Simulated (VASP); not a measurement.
# Rb2PdC2 (P-3m1) in VASP: further runs

Rb2PdC2 is run at these levels: LDA; tasks: single point.

Everything below comes from runs of VASP 6.6.1. Logs are shortened: lines on timing, memory, paths and dates and some standing lists are left out, and cuts for length are marked.

**1. The cell of the first run**

The structure is trigonal, space group P-3m1 (No. 164). The conventional cell has a = 5.201 Å, b = 5.201 Å, c = 5.201 Å, α = 90.00°, β = 90.00°, γ = 120.00°. Rb (site symmetry 3m) has 6 C at 3.05 to 3.49 Å and 3 Pd at 3.33 Å and 3 Rb at 3.78 Å within 4.0 Å. Pd (site symmetry -3m) has 2 C at 1.97 Å within 2.6 Å. Within 1.7 Å of C (site symmetry 3m) lie 1 C at 1.26 Å.

**2. Single point, LDA**

File INCAR:

```
SYSTEM = Rb2PdC2
ALGO = Normal ; EDIFF = 1E-6
ENCUT = 520 ; ISIF = 2
ISMEAR = 0 ; LASPH = .TRUE.
LCHARG = .FALSE. ; LREAL = .FALSE.
LWAVE = .FALSE. ; NBANDS = 26
NELM = 60 ; PREC = Accurate
SIGMA = 0.1
```

File KPOINTS:

```
k-points
0
G
  6 6 4
  0 0 0
```

File POSCAR:

```
Rb2PdC2
1.0
    5.2005474148      0.0000000000      0.0000000000
   -2.6002737074      4.5038061748      0.0000000000
    0.0000000000      0.0000000000      5.2008258791
Rb Pd C
2 1 2
Direct
    0.3333333333      0.6666666667      0.2787303944
    0.6666666667      0.3333333333      0.7212696056
    0.0000000000      0.0000000000      0.0000000000
    0.0000000000      0.0000000000      0.3788060305
    0.0000000000      0.0000000000      0.6211939695
```

Potentials or basis: VASP PAW LDA potentials, release 64 (Rb_sv, Pd, C).

Started as:

```
> cat potpaw_LDA.64/Rb_sv/POTCAR potpaw_LDA.64/Pd/POTCAR potpaw_LDA.64/C/POTCAR > POTCAR
> mpirun -np 1 vasp_std > vasp.out
```

OUTCAR:

```text
SYSTEM = Rb2PdC2
   EDIFF = 1E-6
   ENCUT = 520
   ISIF = 2
   ISMEAR = 0
   LASPH = .TRUE.
   LREAL = .FALSE.
   NELM = 60
   PREC = Accurate

 ion  position               nearest neighbor table
   1  0.333  0.667  0.279-   4 3.05   4 3.05   4 3.05   3 3.33   3 3.33   3 3.33   5 3.49   5 3.49
                             5 3.49   2 3.78   2 3.78   2 3.78   2 4.17   2 4.17   2 4.17
   2  0.667  0.333  0.721-   5 3.05   5 3.05   5 3.05   3 3.33   3 3.33   3 3.33   4 3.49   4 3.49
                             4 3.49   1 3.78   1 3.78   1 3.78   1 4.17   1 4.17   1 4.17
   3  0.000  0.000  0.000-   4 1.97   5 1.97   1 3.33   2 3.33   1 3.33   2 3.33   2 3.33   1 3.33

   4  0.000  0.000  0.379-   5 1.26   3 1.97   1 3.05   1 3.05   1 3.05   2 3.49   2 3.49   2 3.49

   5  0.000  0.000  0.621-   4 1.26   3 1.97   2 3.05   2 3.05   2 3.05   1 3.49   1 3.49   1 3.49

  LATTYP: Found a hexagonal cell.
 ALAT       =     5.2005474148
 C/A-ratio  =     1.0000535452

  Lattice vectors:

 A1 = (   5.2005474148,   0.0000000000,   0.0000000000)
 A2 = (  -2.6002737074,   4.5038061748,   0.0000000000)
 A3 = (   0.0000000000,   0.0000000000,   5.2008258791)

Analysis of symmetry for initial positions (statically):
=====================================================================
 Subroutine PRICEL returns:
 Original cell was already a primitive cell.

 Routine SETGRP: Setting up the symmetry group for a
 hexagonal supercell.

 Subroutine GETGRP returns: Found 12 space group operations
 (whereof 12 operations were pure point group operations)
 out of a pool of 24 trial point group operations.

The static configuration has the point symmetry D_3d.

Analysis of symmetry for dynamics (positions and initial velocities):
=====================================================================
 Subroutine PRICEL returns:
 Original cell was already a primitive cell.

 Routine SETGRP: Setting up the symmetry group for a
 hexagonal supercell.

 Subroutine GETGRP returns: Found 12 space group operations
 (whereof 12 operations were pure point group operations)
 out of a pool of 24 trial point group operations.

The dynamic configuration has the point symmetry D_3d.

 Subroutine INISYM returns: Found 12 space group operations
 (whereof 12 operations are pure point group operations),
 and found     1 'primitive' translations

----------------------------------------------------------------------------------------

                                     Primitive cell

  volume of cell :     121.8151

  direct lattice vectors                    reciprocal lattice vectors
     5.200547415  0.000000000  0.000000000     0.192287450  0.111017211  0.000000000
    -2.600273707  4.503806175  0.000000000     0.000000000  0.222034422  0.000000000
     0.000000000  0.000000000  5.200825879     0.000000000  0.000000000  0.192277154

  length of vectors
     5.200547415  5.200547415  5.200825879     0.222034422  0.222034422  0.192277154

  position of ions in fractional coordinates (direct lattice)
     0.333333333  0.666666667  0.278730394
     0.666666667  0.333333333  0.721269606
     0.000000000  0.000000000  0.000000000
     0.000000000  0.000000000  0.378806031
     0.000000000  0.000000000  0.621193969

  ion indices of the primitive-cell ions
   primitive index   ion index
                 1           1
                 2           2
                 3           3
                 4           4
                 5           5

----------------------------------------------------------------------------------------

 KPOINTS: k-points

Automatic generation of k-mesh.
 Grid dimensions read from file:
 generate k-points for:    6    6    4

 Generating k-lattice:

  Cartesian coordinates                     Fractional coordinates (reciprocal lattice)
     0.032047908  0.018502868  0.000000000     0.166666667  0.000000000  0.000000000
     0.000000000  0.037005737  0.000000000     0.000000000  0.166666667  0.000000000
     0.000000000  0.000000000  0.048069289     0.000000000  0.000000000  0.250000000

  Length of vectors
     0.037005737  0.037005737  0.048069289

  Shift w.r.t. Gamma in fractional coordinates (k-lattice)
     0.000000000  0.000000000  0.000000000

 Subroutine IBZKPT returns following result:
 ===========================================

 Found     24 irreducible k-points:

 Following reciprocal coordinates:
            Coordinates               Weight
  0.000000  0.000000  0.000000      1.000000
  0.166667  0.000000  0.000000      6.000000
  0.333333  0.000000  0.000000      6.000000
  0.500000  0.000000  0.000000      3.000000
  0.166667  0.166667  0.000000      6.000000
  0.333333  0.166667  0.000000     12.000000
[... 16 lines left out ...]
  0.333333  0.166667  0.500000     12.000000
  0.333333  0.333333  0.500000      2.000000
   k-points           NKPTS =     24   k-points in BZ     NKDIM =     24   number of bands    NBANDS=     26
   number of dos      NEDOS =    301   number of ions     NIONS =      5
   total plane-waves  NPLWV =  64000
   dimension x,y,z NGX =    40 NGY =   40 NGZ =   40
   dimension x,y,z NGXF=    80 NGYF=   80 NGZF=   80
   ions per type =               2   1   2
   NGX,Y,Z   is equivalent  to a cutoff of  12.79, 12.79, 12.79 a.u.
   NGXF,Y,Z  is equivalent  to a cutoff of  25.57, 25.57, 25.57 a.u.
 SYSTEM =  Rb2PdC2
   PREC   = accura    normal or accurate (medium, high low for compatibility)
   ISTART =      0    job   : 0-new  1-cont  2-samecut
   ICHARG =      2    charge: 1-file 2-atom 10-const
   ISPIN  =      1    spin polarized calculation?
   LNONCOLLINEAR =      F non collinear calculations
   LSORBIT =      F    spin-orbit coupling
   LASPH  =      T    aspherical Exc in radial PAW
   ENCUT  =  520.0 eV  38.22 Ry    6.18 a.u.   9.67  9.67  9.67*2*pi/ulx,y,z
   NELM   =     60;   NELMIN=  2; NELMDL= -5     # of ELM steps
   EDIFF  = 0.1E-05   stopping-criterion for ELM
   LREAL  =      F    real-space projection
   EDIFFG = 0.1E-04   stopping-criterion for IOM
   NSW    =      0    number of steps for IOM
   IBRION =     -1    ionic relax: 0-MD 1-quasi-New 2-CG
   NFREE  =      0    steps in history (QN), initial steepest desc. (CG)
   ISIF   =      2    stress and relaxation
   ISYM   =      2    0-nonsym 1-usesym 2-fastsym
   POTIM  = 0.5000    time-step for ionic-motion
   TEBEG  =    0.0;   TEEND  =   0.0 temperature during run
   PSTRESS=    0.0 pullay stress
   NELECT =      36.0000    total number of electrons
   NUPDOWN=      -1.0000    fix difference up-down
   EMIN   =  10.00;   EMAX   =-10.00  energy-range for DOS
   EFERMI =   0.00;   METHOD = LEGACY
   ISMEAR =     0;   SIGMA  =   0.10  broadening in eV -4-tet -1-fermi 0-gaus
   EFERMI_NEDOS =   21; number of points for ismear=-14 and -15
   IALGO  =     38    algorithm
   IMIX   =      4    mixing-type and parameters
     AMIX     =   0.40;   BMIX     =  1.00
     AMIX_MAG =   1.60;   BMIX_MAG =  1.00
  volume/ion in A,a.u.               =      24.36       164.41
  Fermi-wavevector in a.u.,A,eV,Ry     =   1.090457  2.060665 16.178647  1.189097
  Thomas-Fermi vector in A             =   2.226682
   LORBIT       =      0    0 simple, 1 ext, 2 COOP (PROOUT), +10 PAW based schemes
   GGA     = CA    functional components
   LHFCALC =     F    Hartree Fock is set to
   AEXX    =    0.0000 exact exchange contribution
   IVDW    =     0    specifies the selected vdW correction
   LEPSILON=     F    determine dielectric tensor
   LRPA    =     F    only Hartree local field effects (RPA)
 non-spin polarized calculation
 Gauss-broadening in eV      SIGMA  =   0.10
  energy-cutoff  :      520.00
  volume of cell :      121.82
 maximum number of plane-waves:      3343
 NGX is ok and might be reduce to    40
   NGX = 19   NGY = 19   NGZ = 19

 number of electron      36.0000002 magnetization

 Free energy of the ion-electron system (eV)
  ---------------------------------------------------
  ext. energy  EPLUGINS =         0.00000000
  ---------------------------------------------------
  free energy    TOTEN  =       -28.49159431 eV

  energy without entropy =      -28.49159431  energy(sigma->0) =      -28.49159431

 E-fermi :   1.8553     XC(G=0):  -8.8976

 val. band max:        1.3685945850   @ k =   0.5000   0.0000   0.5000
 cond. band min:       2.8899329325   @ k =   0.5000   0.0000   0.5000
 fundamental gap:      1.5213383475
 Fermi energy:         1.8552764091

 k-point     1 :       0.0000    0.0000    0.0000
  band No.  band energies     occupation
      1     -25.1169      2.00000
      2     -25.0079      2.00000
      3     -11.6195      2.00000
      4      -9.5487      2.00000
      5      -9.4283      2.00000
      6      -9.4283      2.00000
[... 18 lines left out ...]
     25       7.4550      0.00000
     26       7.4550      0.00000

 k-point     2 :       0.1667    0.0000    0.0000
  band No.  band energies     occupation
      1     -25.1097      2.00000
      2     -25.0138      2.00000
      3     -11.6543      2.00000
      4      -9.5405      2.00000
      5      -9.4598      2.00000
      6      -9.4341      2.00000
[... 18 lines left out ...]
     25       7.7025      0.00000
     26       8.1588      0.00000

 k-point     3 :       0.3333    0.0000    0.0000
  band No.  band energies     occupation
      1     -25.0915      2.00000
      2     -25.0292      2.00000
      3     -11.7258      2.00000
      4      -9.5148      2.00000
      5      -9.5131      2.00000
      6      -9.3665      2.00000
[... 18 lines left out ...]
     25       7.7048      0.00000
     26       8.2484      0.00000

 k-point     4 :       0.5000    0.0000    0.0000
  band No.  band energies     occupation
      1     -25.0772      2.00000
      2     -25.0420      2.00000
      3     -11.7622      2.00000
      4      -9.5368      2.00000
      5      -9.4811      2.00000
      6      -9.2903      2.00000
[... 18 lines left out ...]
     25       7.7187      0.00000
     26       7.9531      0.00000

 k-point     5 :       0.1667    0.1667    0.0000
  band No.  band energies     occupation
      1     -25.0968      2.00000
      2     -25.0246      2.00000
      3     -11.7081      2.00000
      4      -9.5319      2.00000
      5      -9.4744      2.00000
      6      -9.4077      2.00000
[... 18 lines left out ...]
     25       7.5867      0.00000
     26       7.9262      0.00000

 k-point     6 :       0.3333    0.1667    0.0000
  band No.  band energies     occupation
      1     -25.0775      2.00000
      2     -25.0418      2.00000
      3     -11.7637      2.00000
      4      -9.5036      2.00000
      5      -9.4802      2.00000
      6      -9.3210      2.00000
[... 427 lines left out ...]
 k-point    21 :       0.5000    0.0000    0.5000
  band No.  band energies     occupation
      1     -25.0679      2.00000
      2     -25.0493      2.00000
      3     -11.6183      2.00000
      4      -9.6774      2.00000
      5      -9.4974      2.00000
      6      -9.4310      2.00000
[... 18 lines left out ...]
     25       6.9358      0.00000
     26       7.5539      0.00000

 k-point    22 :       0.1667    0.1667    0.5000
  band No.  band energies     occupation
      1     -25.0780      2.00000
      2     -25.0415      2.00000
      3     -11.5735      2.00000
      4      -9.6225      2.00000
      5      -9.4932      2.00000
      6      -9.3021      2.00000
[... 18 lines left out ...]
     25       7.1874      0.00000
     26       7.6225      0.00000

 k-point    23 :       0.3333    0.1667    0.5000
  band No.  band energies     occupation
      1     -25.0678      2.00000
      2     -25.0494      2.00000
      3     -11.6164      2.00000
      4      -9.6686      2.00000
      5      -9.5985      2.00000
      6      -9.2687      2.00000
[... 18 lines left out ...]
     25       7.0259      0.00000
     26       7.4790      0.00000

 k-point    24 :       0.3333    0.3333    0.5000
  band No.  band energies     occupation
      1     -25.0582      2.00000
      2     -25.0582      2.00000
      3     -11.6285      2.00000
      4      -9.6660      2.00000
      5      -9.6660      2.00000
      6      -9.2906      2.00000
[... 18 lines left out ...]
     25       6.9022      0.00000
     26       7.2771      0.00000

------------------------ aborting loop because EDIFF is reached ----------------------------------------

  FORCE on cell =-STRESS in cart. coord.  units (eV):
  Direction    XX          YY          ZZ          XY          YZ          ZX
  --------------------------------------------------------------------------------------
  -------------------------------------------------------------------------------------
  Total        0.0747356      0.0747356      0.2174272      0.0000000      0.0000000      0.0000000
  in kB        0.9829630      0.9829630      2.8597188      0.0000000      0.0000000      0.0000000
  external PRESSURE =       1.6085483 kB  Pullay stress =       0.0000000 kB

 VOLUME and BASIS-vectors are now :
 -----------------------------------------------------------------------------
  energy-cutoff  :      520.00
  volume of cell :      121.82
      direct lattice vectors                 reciprocal lattice vectors
     5.200547415  0.000000000  0.000000000     0.192287450  0.111017211  0.000000000
    -2.600273707  4.503806175  0.000000000     0.000000000  0.222034422  0.000000000
     0.000000000  0.000000000  5.200825879     0.000000000  0.000000000  0.192277154

 POSITION                                       TOTAL-FORCE (eV/Angst)
 -----------------------------------------------------------------------------------
     -0.00000      3.00254      1.44963         0.000000     -0.000000      0.002461
      2.60027      1.50127      3.75120        -0.000000      0.000000     -0.002461
      0.00000      0.00000      0.00000         0.000000      0.000000      0.000000
      0.00000      0.00000      1.97010         0.000000     -0.000000     -0.068316
      0.00000      0.00000      3.23072         0.000000      0.000000      0.068316
 -----------------------------------------------------------------------------------
    total drift:                                0.000000     -0.000000      0.000000

  FREE ENERGIE OF THE ION-ELECTRON SYSTEM (eV)
  ---------------------------------------------------
  free  energy   TOTEN  =       -28.4915943079 eV

  energy  without entropy=      -28.4915943079  energy(sigma->0) =      -28.49159431
```

It took 2.2 min on 1 thread of Intel Xeon 8259CL, shared host; peak memory 0.24 GiB.

Results:

```yaml
Free_energy: -28.4916 eV
Pressure: 0.2 GPa
Largest_force: 0.068 eV/Å
Band_gap_on_the_k_mesh: 1.52 eV
```

Forces in eV/Å, atoms in the order of the input:
```
Rb   0.000  0.000  0.002
Rb   0.000  0.000 -0.002
Pd   0.000  0.000  0.000
C    0.000  0.000 -0.068
C    0.000  0.000  0.068
```

(Continued in part 2 of 2.)
